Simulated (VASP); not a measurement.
# Ge (C2/m) in VASP: single point with PBEsol

Aim: the single point of Ge with PBEsol.

Program: VASP 6.6.1. These are calculated values, not measurements. Logs are shortened: lines on timing, memory, paths and dates and some standing lists are left out, and cuts for length are marked.

## 1. The cell of the first run

The structure is monoclinic, space group C2/m (No. 12). The conventional cell has a = 5.936 Å, b = 4.992 Å, c = 2.874 Å, α = 90.00°, β = 116.79°, γ = 90.00°. Within 4.3 Å of Ge (site symmetry m) lie 20 Ge at 2.66 to 4.26 Å.

## 2. Single point, PBEsol (strain +0.0375 x Voigt [0, 0, 0, 1, 0, 0])

INCAR reads:

```
PREC = Accurate
ENCUT = 520
EDIFF = 1E-6
ISMEAR = 0
SIGMA = 0.15
LREAL = F
LASPH = T
NELM = 60
ALGO = Fast
ISIF = 2
LWAVE = F
LCHARG = F
GGA = PS
NBANDS = 21
```

KPOINTS reads:

```
regular mesh
0
Gamma
  20 20 20
```

POSCAR reads:

```
Ge
1.0
   -2.4958980000      2.6778057562      1.4866506812
    2.4958980000     -2.6239202438      1.3872433188
    2.4958980000      2.6239202438     -1.3872433188
Ge
2
Direct
    0.1859430000      0.9359430000      0.2500000000
    0.8140570000      0.0640570000      0.7500000000
```

Potentials or basis: VASP PAW PBE potentials, release 64 (Ge_d).

Launch:

```
$ cat potpaw_PBE.64/Ge_d/POTCAR > POTCAR
$ mpirun -np 1 vasp_std > vasp.out
```

OUTCAR:

```text
PREC = Accurate
   ENCUT = 520
   EDIFF = 1E-6
   ISMEAR = 0
   LREAL = F
   LASPH = T
   NELM = 60
   ISIF = 2
   GGA = PS

 ion  position               nearest neighbor table
   1  0.186  0.936  0.250-   2 2.66   2 2.69   2 2.72   2 2.72
   2  0.814  0.064  0.750-   1 2.66   1 2.69   1 2.72   1 2.72

  LATTYP: Found a base centered monoclinic cell.
 ALAT       =     5.9361271790
 B/A-ratio  =     0.8409179671
 C/A-ratio  =     0.4842212853
 COS(beta)  =    -0.4507348420

  Lattice vectors:

 A1 = (   2.4958980000,   2.6239202438,  -1.3872433188)
 A2 = (  -2.4958980000,   2.6239202438,  -1.3872433188)
 A3 = (   0.0000000000,   0.0538855124,   2.8738940000)

Analysis of symmetry for initial positions (statically):
=====================================================================
 Subroutine PRICEL returns:
 Original cell was already a primitive cell.

 Routine SETGRP: Setting up the symmetry group for a
 base centered monoclinic supercell.

 Subroutine GETGRP returns: Found  4 space group operations
 (whereof  4 operations were pure point group operations)
 out of a pool of  4 trial point group operations.

The static configuration has the point symmetry C_2h.

Analysis of symmetry for dynamics (positions and initial velocities):
=====================================================================
 Subroutine PRICEL returns:
 Original cell was already a primitive cell.

 Routine SETGRP: Setting up the symmetry group for a
 base centered monoclinic supercell.

 Subroutine GETGRP returns: Found  4 space group operations
 (whereof  4 operations were pure point group operations)
 out of a pool of  4 trial point group operations.

The dynamic configuration has the point symmetry C_2h.

 Subroutine INISYM returns: Found  4 space group operations
 (whereof  4 operations are pure point group operations),
 and found     1 'primitive' translations

----------------------------------------------------------------------------------------

                                     Primitive cell

  volume of cell :      38.0156

  direct lattice vectors                    reciprocal lattice vectors
    -2.495898000  2.677805756  1.486650681     0.000000000  0.182157611  0.344544490
     2.495898000 -2.623920244  1.387243319     0.200328699 -0.006526543  0.348082318
     2.495898000  2.623920244 -1.387243319     0.200328699  0.188684154 -0.003537828

  length of vectors
     3.950984781  3.878003133  3.878003133     0.389733628  0.401665886  0.275219574

  position of ions in fractional coordinates (direct lattice)
     0.185943000  0.935943000  0.250000000
     0.814057000  0.064057000  0.750000000

  ion indices of the primitive-cell ions
   primitive index   ion index
                 1           1
                 2           2

----------------------------------------------------------------------------------------

 KPOINTS: regular mesh

Automatic generation of k-mesh.
 Grid dimensions read from file:
 generate k-points for:   20   20   20

 Generating k-lattice:

  Cartesian coordinates                     Fractional coordinates (reciprocal lattice)
     0.000000000  0.009107881  0.017227225     0.050000000  0.000000000  0.000000000
     0.010016435 -0.000326327  0.017404116    -0.000000000  0.050000000  0.000000000
     0.010016435  0.009434208 -0.000176891     0.000000000  0.000000000  0.050000000

  Length of vectors
     0.019486681  0.020083294  0.013760979

  Shift w.r.t. Gamma in fractional coordinates (k-lattice)
     0.000000000  0.000000000  0.000000000

 Subroutine IBZKPT returns following result:
 ===========================================

 Found   2112 irreducible k-points:

 Following reciprocal coordinates:
            Coordinates               Weight
  0.000000  0.000000  0.000000      1.000000
  0.050000  0.000000 -0.000000      2.000000
  0.100000  0.000000 -0.000000      2.000000
  0.150000 -0.000000  0.000000      2.000000
  0.200000  0.000000 -0.000000      2.000000
  0.250000 -0.000000  0.000000      2.000000
[... 16 lines left out ...]
 -0.450000  0.050000  0.000000      4.000000
 -0.400000  0.050000  0.000000      4.000000
 [... further k-points ...]
   k-points           NKPTS =   2112   k-points in BZ     NKDIM =   2112   number of bands    NBANDS=     21
   number of dos      NEDOS =    301   number of ions     NIONS =      2
   total plane-waves  NPLWV =  27000
   dimension x,y,z NGX =    30 NGY =   30 NGZ =   30
   dimension x,y,z NGXF=    60 NGYF=   60 NGZF=   60
   ions per type =               2
   NGX,Y,Z   is equivalent  to a cutoff of  12.62, 12.86, 12.86 a.u.
   NGXF,Y,Z  is equivalent  to a cutoff of  25.25, 25.72, 25.72 a.u.
 SYSTEM =  unknown system
   PREC   = accura    normal or accurate (medium, high low for compatibility)
   ISTART =      0    job   : 0-new  1-cont  2-samecut
   ICHARG =      2    charge: 1-file 2-atom 10-const
   ISPIN  =      1    spin polarized calculation?
   LNONCOLLINEAR =      F non collinear calculations
   LSORBIT =      F    spin-orbit coupling
   LASPH  =      T    aspherical Exc in radial PAW
   ENCUT  =  520.0 eV  38.22 Ry    6.18 a.u.   7.35  7.21  7.21*2*pi/ulx,y,z
   NELM   =     60;   NELMIN=  2; NELMDL= -5     # of ELM steps
   EDIFF  = 0.1E-05   stopping-criterion for ELM
   LREAL  =      F    real-space projection
   EDIFFG = 0.1E-04   stopping-criterion for IOM
   NSW    =      0    number of steps for IOM
   IBRION =     -1    ionic relax: 0-MD 1-quasi-New 2-CG
   NFREE  =      0    steps in history (QN), initial steepest desc. (CG)
   ISIF   =      2    stress and relaxation
   ISYM   =      2    0-nonsym 1-usesym 2-fastsym
   POTIM  = 0.5000    time-step for ionic-motion
   TEBEG  =    0.0;   TEEND  =   0.0 temperature during run
   PSTRESS=    0.0 pullay stress
   NELECT =      28.0000    total number of electrons
   NUPDOWN=      -1.0000    fix difference up-down
   EMIN   =  10.00;   EMAX   =-10.00  energy-range for DOS
   EFERMI =   0.00;   METHOD = LEGACY
   ISMEAR =     0;   SIGMA  =   0.15  broadening in eV -4-tet -1-fermi 0-gaus
   EFERMI_NEDOS =   21; number of points for ismear=-14 and -15
   IALGO  =     68    algorithm
   IMIX   =      4    mixing-type and parameters
     AMIX     =   0.40;   BMIX     =  1.00
     AMIX_MAG =   1.60;   BMIX_MAG =  1.00
  volume/ion in A,a.u.               =      19.01       128.27
  Fermi-wavevector in a.u.,A,eV,Ry     =   1.478451  2.793866 29.739831  2.185816
  Thomas-Fermi vector in A             =   2.592730
   LORBIT       =      0    0 simple, 1 ext, 2 COOP (PROOUT), +10 PAW based schemes
   GGA     = PS    functional components
   LHFCALC =     F    Hartree Fock is set to
   AEXX    =    0.0000 exact exchange contribution
   IVDW    =     0    specifies the selected vdW correction
   LEPSILON=     F    determine dielectric tensor
   LRPA    =     F    only Hartree local field effects (RPA)
 non-spin polarized calculation
 RMM-DIIS sequential band-by-band and
 Gauss-broadening in eV      SIGMA  =   0.15
  energy-cutoff  :      520.00
  volume of cell :       38.02
 maximum number of plane-waves:      1039
 NGX is ok and might be reduce to    30
   NGX = 15   NGY = 15   NGZ = 15

 number of electron      28.0000016 magnetization

 Free energy of the ion-electron system (eV)
  ---------------------------------------------------
  ext. energy  EPLUGINS =         0.00000000
  ---------------------------------------------------
  free energy    TOTEN  =        -9.50956008 eV

  energy without entropy =       -9.50007568  energy(sigma->0) =       -9.50481788

 E-fermi :   6.3774     XC(G=0): -11.3421

 val. band max:        6.3770968079   @ k =   0.0000   0.1500   0.0500
 cond. band min:       6.3822896824   @ k =   0.1500   0.3000   0.0500
 fundamental gap:      0.0051928745
 Fermi energy:         6.3774470814

 k-point     1 :       0.0000    0.0000    0.0000
  band No.  band energies     occupation
      1     -18.2786      2.00000
      2     -18.2017      2.00000
      3     -18.1994      2.00000
      4     -18.1968      2.00000
      5     -18.1630      2.00000
      6     -18.1253      2.00000
[... 13 lines left out ...]
     20      17.1296      0.00000
     21      18.8246      0.00000

 k-point     2 :       0.0500    0.0000   -0.0000
  band No.  band energies     occupation
      1     -18.2766      2.00000
      2     -18.2003      2.00000
      3     -18.1957      2.00000
      4     -18.1952      2.00000
      5     -18.1635      2.00000
      6     -18.1260      2.00000
[... 13 lines left out ...]
     20      17.3952      0.00000
     21      18.7759      0.00000

 k-point     3 :       0.1000    0.0000   -0.0000
  band No.  band energies     occupation
      1     -18.2710      2.00000
      2     -18.1944      2.00000
      3     -18.1922      2.00000
      4     -18.1850      2.00000
      5     -18.1649      2.00000
      6     -18.1279      2.00000
[... 13 lines left out ...]
     20      17.3735      0.00000
     21      18.5205      0.00000

 k-point     4 :       0.1500   -0.0000    0.0000
  band No.  band energies     occupation
      1     -18.2621      2.00000
      2     -18.1868      2.00000
      3     -18.1842      2.00000
      4     -18.1703      2.00000
      5     -18.1669      2.00000
      6     -18.1301      2.00000
[... 13 lines left out ...]
     20      16.5217      0.00000
     21      18.4996      0.00000

 k-point     5 :       0.2000    0.0000   -0.0000
  band No.  band energies     occupation
      1     -18.2509      2.00000
      2     -18.1803      2.00000
      3     -18.1715      2.00000
      4     -18.1684      2.00000
      5     -18.1527      2.00000
      6     -18.1312      2.00000
[... 13 lines left out ...]
     20      15.7108      0.00000
     21      18.5352      0.00000
[... 382 lines left out ...]
     20      17.0559      0.00000
     21      17.7231      0.00000

 k-point    22 :       0.5000    0.0500    0.0000
  band No.  band energies     occupation
      1     -18.1891      2.00000
      2     -18.1676      2.00000
      3     -18.1592      2.00000
      4     -18.1555      2.00000
      5     -18.1364      2.00000
      6     -18.1224      2.00000
[... 13 lines left out ...]
     20      16.9781      0.00000
     21      17.6825      0.00000

 k-point    23 :      -0.4500    0.0500    0.0000
  band No.  band energies     occupation
      1     -18.1946      2.00000
      2     -18.1712      2.00000
      3     -18.1543      2.00000
      4     -18.1472      2.00000
      5     -18.1383      2.00000
      6     -18.1250      2.00000
[... 13 lines left out ...]
     20      16.3161      0.00000
     21      18.2987      0.00000

 k-point    24 :      -0.4000    0.0500    0.0000
  band No.  band energies     occupation
      1     -18.2042      2.00000
      2     -18.1740      2.00000
      3     -18.1500      2.00000
      4     -18.1469      2.00000
      5     -18.1344      2.00000
      6     -18.1246      2.00000
[... 13 lines left out ...]
     20      15.2720      0.00000
     21      19.6048      0.00000

 [... further k-points ...]

------------------------ aborting loop because EDIFF is reached ----------------------------------------

  FORCE on cell =-STRESS in cart. coord.  units (eV):
  Direction    XX          YY          ZZ          XY          YZ          ZX
  --------------------------------------------------------------------------------------
  -------------------------------------------------------------------------------------
  Total       -0.4596059     -0.6884254     -0.5519239      0.0000000     -0.3619651      0.0000000
  in kB      -19.3701977    -29.0138454    -23.2609600      0.0000000    -15.2551022      0.0000000
  external PRESSURE =     -23.8816677 kB  Pullay stress =       0.0000000 kB

 VOLUME and BASIS-vectors are now :
 -----------------------------------------------------------------------------
  energy-cutoff  :      520.00
  volume of cell :       38.02
      direct lattice vectors                 reciprocal lattice vectors
    -2.495898000  2.677805756  1.486650681     0.000000000  0.182157611  0.344544490
     2.495898000 -2.623920244  1.387243319     0.200328699 -0.006526543  0.348082318
     2.495898000  2.623920244 -1.387243319     0.200328699  0.188684154 -0.003537828

 POSITION                                       TOTAL-FORCE (eV/Angst)
 -----------------------------------------------------------------------------------
      2.49590     -1.30194      1.22800         0.000000      0.009403     -0.050264
      0.00000      3.97975      0.25865        -0.000000     -0.009403      0.050264
 -----------------------------------------------------------------------------------
    total drift:                                0.000000      0.000000     -0.000000

  FREE ENERGIE OF THE ION-ELECTRON SYSTEM (eV)
  ---------------------------------------------------
  free  energy   TOTEN  =        -9.5095600766 eV

  energy  without entropy=       -9.5000756826  energy(sigma->0) =       -9.50481788
```

Run time: 29 min. Hardware: 1 thread of Oxide Virtual Turin-like, shared host; peak memory 1.2 GiB.

Results:

```yaml
Free_energy: -9.5096 eV
Pressure: -2.4 GPa
Largest_force: 0.051 eV/Å
Band_gap_on_the_k_mesh: zero (bands 14 and 15 overlap by 5.77 eV)
```

Forces in eV/Å, atoms in the order of the input:
```
Ge   0.000  0.009 -0.050
Ge   0.000 -0.009  0.050
```

Stress tensor (GPa, compression positive):
```
-1.94  0.00  0.00
 0.00 -2.90 -1.53
 0.00 -1.53 -2.33
```

Caveat: the cell differs from its parent crystal (strain +0.0375 x Voigt [0, 0, 0, 1, 0, 0]); the PAW data sets were made with another functional, which shifts forces and pressure a little.
